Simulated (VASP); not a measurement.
# Cd (Cmmm) in VASP: single point with PBEsol

Aim: the single point of Cd with PBEsol.

All numbers are computed with VASP 6.6.1; they aren't measurements. Logs are shortened: lines on timing, memory, paths and dates and some standing lists are left out, and cuts for length are marked.

## 1. The cell of the first run

It takes space group Cmmm (No. 65, orthorhombic). Conventional cell: a = 3.361 Å, b = 4.799 Å, c = 4.693 Å, α = 90.00°, β = 90.00°, γ = 90.00°. Within 3.9 Å of Cd (site symmetry mmm) lie 6 Cd at 2.93 to 3.36 Å.

## 2. Single point, PBEsol

INCAR reads:

```
  ALGO = Normal
  EDIFF = 1E-6
  ENCUT = 520
  GGA = PS
  ISIF = 2
  ISMEAR = -1
  LASPH = T
  LCHARG = T
  LELF = T
  LREAL = F
  LVHAR = T
  LWAVE = F
  NBANDS = 12
  NELM = 80
  PREC = Accurate
  SIGMA = 0.05
```

KPOINTS reads:

```
k-points
0
Gamma
  10 10 6
```

POSCAR reads:

```
Cd
1.0
    1.6806200000     -2.3992800000      0.0000000000
    1.6806200000      2.3992800000      0.0000000000
    0.0000000000      0.0000000000      4.6933500000
Cd
1
Direct
    0.5000000000      0.5000000000      0.5000000000
```

Potentials or basis: VASP PAW PBE potentials, release 64 (Cd).

Started as:

```console
$ cat potpaw_PBE.64/Cd/POTCAR > POTCAR
$ mpirun -np 1 vasp_std > vasp.out
```

OUTCAR:

```text
EDIFF = 1E-6
   ENCUT = 520
   GGA = PS
   ISIF = 2
   ISMEAR = -1
   LASPH = T
   LREAL = F
   NELM = 80
   PREC = Accurate

 ion  position               nearest neighbor table
   1  0.500  0.500  0.500-

  LATTYP: Found a base centered orthorhombic cell.
 ALAT       =     3.3612400000
 B/A-ratio  =     1.4276159989
 C/A-ratio  =     1.3963150504

  Lattice vectors:

 A1 = (   1.6806200000,  -2.3992800000,   0.0000000000)
 A2 = (   1.6806200000,   2.3992800000,   0.0000000000)
 A3 = (   0.0000000000,   0.0000000000,   4.6933500000)

Analysis of symmetry for initial positions (statically):
=====================================================================
 Subroutine PRICEL returns:
 Original cell was already a primitive cell.

 Routine SETGRP: Setting up the symmetry group for a
 base centered orthorhombic supercell.

 Subroutine GETGRP returns: Found  8 space group operations
 (whereof  8 operations were pure point group operations)
 out of a pool of  8 trial point group operations.

The static configuration has the point symmetry D_2h.

Analysis of symmetry for dynamics (positions and initial velocities):
=====================================================================
 Subroutine PRICEL returns:
 Original cell was already a primitive cell.

 Routine SETGRP: Setting up the symmetry group for a
 base centered orthorhombic supercell.

 Subroutine GETGRP returns: Found  8 space group operations
 (whereof  8 operations were pure point group operations)
 out of a pool of  8 trial point group operations.

The dynamic configuration has the point symmetry D_2h.

 Subroutine INISYM returns: Found  8 space group operations
 (whereof  8 operations are pure point group operations),
 and found     1 'primitive' translations

----------------------------------------------------------------------------------------

                                     Primitive cell

  volume of cell :      37.8498

  direct lattice vectors                    reciprocal lattice vectors
     1.680620000 -2.399280000  0.000000000     0.297509253 -0.208395852  0.000000000
     1.680620000  2.399280000  0.000000000     0.297509253  0.208395852  0.000000000
     0.000000000  0.000000000  4.693350000     0.000000000  0.000000000  0.213067425

  length of vectors
     2.929339192  2.929339192  4.693350000     0.363236268  0.363236268  0.213067425

  position of ions in fractional coordinates (direct lattice)
     0.500000000  0.500000000  0.500000000

  ion indices of the primitive-cell ions
   primitive index   ion index
                 1           1

----------------------------------------------------------------------------------------
[... 76 lines left out ...]
   ISIF   =      2    stress and relaxation
   ISYM   =      2    0-nonsym 1-usesym 2-fastsym
   POTIM  = 0.5000    time-step for ionic-motion
   TEBEG  =    0.0;   TEEND  =   0.0 temperature during run
   PSTRESS=    0.0 pullay stress
   NELECT =      12.0000    total number of electrons
   NUPDOWN=      -1.0000    fix difference up-down
   EMIN   =  10.00;   EMAX   =-10.00  energy-range for DOS
   EFERMI =   0.00;   METHOD = LEGACY
   ISMEAR =    -1;   SIGMA  =   0.05  broadening in eV -4-tet -1-fermi 0-gaus
   EFERMI_NEDOS =   21; number of points for ismear=-14 and -15
   IALGO  =     38    algorithm
   IMIX   =      4    mixing-type and parameters
     AMIX     =   0.40;   BMIX     =  1.00
     AMIX_MAG =   1.60;   BMIX_MAG =  1.00
  volume/ion in A,a.u.               =      37.85       255.42
  Fermi-wavevector in a.u.,A,eV,Ry     =   1.116300  2.109500 16.954558  1.246125
  Thomas-Fermi vector in A             =   2.252912
   LORBIT       =      0    0 simple, 1 ext, 2 COOP (PROOUT), +10 PAW based schemes
   GGA     = PS    functional components
   LHFCALC =     F    Hartree Fock is set to
   AEXX    =    0.0000 exact exchange contribution
   IVDW    =     0    specifies the selected vdW correction
   LEPSILON=     F    determine dielectric tensor
   LRPA    =     F    only Hartree local field effects (RPA)
 non-spin polarized calculation
  energy-cutoff  :      520.00
  volume of cell :       37.85
 maximum number of plane-waves:      1043
 NGX is ok and might be reduce to    24
   NGX = 11   NGY = 11   NGZ = 17

 number of electron      11.9999997 magnetization

 Free energy of the ion-electron system (eV)
  ---------------------------------------------------
  ext. energy  EPLUGINS =         0.00000000
  ---------------------------------------------------
  free energy    TOTEN  =        -0.79673795 eV

  energy without entropy =       -0.79337579  energy(sigma->0) =       -0.79505687

 E-fermi :  -0.1714     XC(G=0):  -8.1378

 val. band max:       -0.1987566216   @ k =   0.5000   0.4000   0.3333
 cond. band min:      -0.1211804130   @ k =  -0.2000   0.1000   0.3333
 fundamental gap:      0.0775762086
 Fermi energy:        -0.1713727008

 k-point     1 :       0.0000    0.0000    0.0000
  band No.  band energies     occupation
      1      -9.3824      2.00000
      2      -9.3368      2.00000
      3      -8.4299      2.00000
      4      -8.3970      2.00000
      5      -8.3067      2.00000
      6      -6.3760      2.00000
      7       1.2744      0.00000
      8       4.2800      0.00000
      9      13.5464      0.00000
     10      13.8006      0.00000
     11      16.8922      0.00000
     12      17.5724      0.00000
[... 331 lines left out ...]
 k-point    24 :       0.4000    0.3000    0.0000
  band No.  band energies     occupation
      1      -8.9646      2.00000
      2      -8.9056      2.00000
      3      -8.7151      2.00000
      4      -8.5689      2.00000
      5      -8.3250      2.00000
      6       0.6589      0.00000
      7       1.1566      0.00000
      8       4.0678      0.00000
      9       7.4886      0.00000
     10       9.9855      0.00000
     11      10.2980      0.00000
     12      10.5777      0.00000

 [... further k-points ...]
[... 5 lines left out ...]
  --------------------------------------------------------------------------------------
  -------------------------------------------------------------------------------------
  Total       -0.9968017     -0.4518729     -0.4403895     -0.0000000      0.0000000      0.0000000
  in kB      -42.1945117    -19.1277332    -18.6416404     -0.0000000      0.0000000      0.0000000
  external PRESSURE =     -26.6546284 kB  Pullay stress =       0.0000000 kB

 VOLUME and BASIS-vectors are now :
 -----------------------------------------------------------------------------
  energy-cutoff  :      520.00
  volume of cell :       37.85
      direct lattice vectors                 reciprocal lattice vectors
     1.680620000 -2.399280000  0.000000000     0.297509253 -0.208395852  0.000000000
     1.680620000  2.399280000  0.000000000     0.297509253  0.208395852  0.000000000
     0.000000000  0.000000000  4.693350000     0.000000000  0.000000000  0.213067425

 POSITION                                       TOTAL-FORCE (eV/Angst)
 -----------------------------------------------------------------------------------
      1.68062      0.00000      2.34667         0.000000     -0.000000      0.000000
 -----------------------------------------------------------------------------------
    total drift:                                0.000000      0.000000     -0.000000

  FREE ENERGIE OF THE ION-ELECTRON SYSTEM (eV)
  ---------------------------------------------------
  free  energy   TOTEN  =        -0.7967379522 eV

  energy  without entropy=       -0.7933757883  energy(sigma->0) =       -0.79505687
```

stdout:

```text
POSCAR found type information on POSCAR Cd
 POSCAR found :  1 types and       1 ions
 scaLAPACK will be used
 -----------------------------------------------------------------------------
|                                                                             |
|                                                                             |
|     You enforced a specific xc type in the INCAR file but a different       |
|     I HOPE YOU KNOW WHAT YOU ARE DOING!                                     |
|                                                                             |
 -----------------------------------------------------------------------------

 LDA part: xc-table for (Slater+PW92), standard interpolation
 POSCAR, INCAR and KPOINTS ok, starting setup
 FFT: planning ... GRIDC
 FFT: planning ... GRID_SOFT
 FFT: planning ... GRID
 WAVECAR not read
 entering main loop
```

Wall time 12 s (1 thread of Intel Xeon 6975P-C (Granite Rapids), shared host); peak memory 0.18 GiB.

What came out:

```yaml
Free_energy: -0.7967 eV
Pressure: -2.7 GPa
Band_gap_on_the_k_mesh: zero (band 6 reaches 1.42 eV, above the bottom of band 7 at -1.53 eV)
```

Caveat: the PAW data sets were made with another functional, which shifts forces and pressure a little.
